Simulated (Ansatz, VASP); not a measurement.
ZnS: VASP beside Ansatz

```
Zn S
1.0
     3.75949    0.00000    0.00000
    -1.87975    3.25582    0.00000
     0.00000    0.00000    6.14975
Zn S
2 2
Cartesian
  1.8797 1.0853 3.0749
  0.0000 2.1705 0.0000
  1.8797 1.0853 5.4425
  0.0000 2.1705 2.3677
```

Alike in both runs: task single point; functional RPBE; k mesh 8 × 8 × 5; occupations fermi-dirac, width 0.05 eV; no spin polarisation.

|  | VASP | Ansatz |
| --- | --- | --- |
| version | VASP 6.6.1 | Ansatz 0.2.0 |
| potentials or method | VASP PAW PBE potentials, release 64 (Zn, S) | Ansatz PAW |
| plane-wave cutoff (eV) | 520 | 420 |
| valence electrons in the cell | 36 | 36 |

|  | VASP | Ansatz | Ansatz less VASP |
| --- | --- | --- | --- |
| gap on the k mesh at the Fermi level (eV) | 2.62 | 2.61 | -0.003 |
| least direct gap on the mesh (eV) | 2.62 | 2.61 | -0.003 |
| pressure (GPa) | 8.8 | 8.6 | -0.16 |
| traceless stress, the component that is largest in VASP (GPa) | -1.94 | -1.92 | +0.019 |
| rms of the force components (eV/Å) | 0.220 | 0.218 | -0.0016 |

VASP's potentials were made for PBE, not for RPBE. Atom by atom the forces differ by 0.002 eV/Å (rms over components).

Noted on Ansatz's run: odd divisions of the mesh miss points on the zone boundary, where band edges often lie, so the gap on the mesh can be too wide.
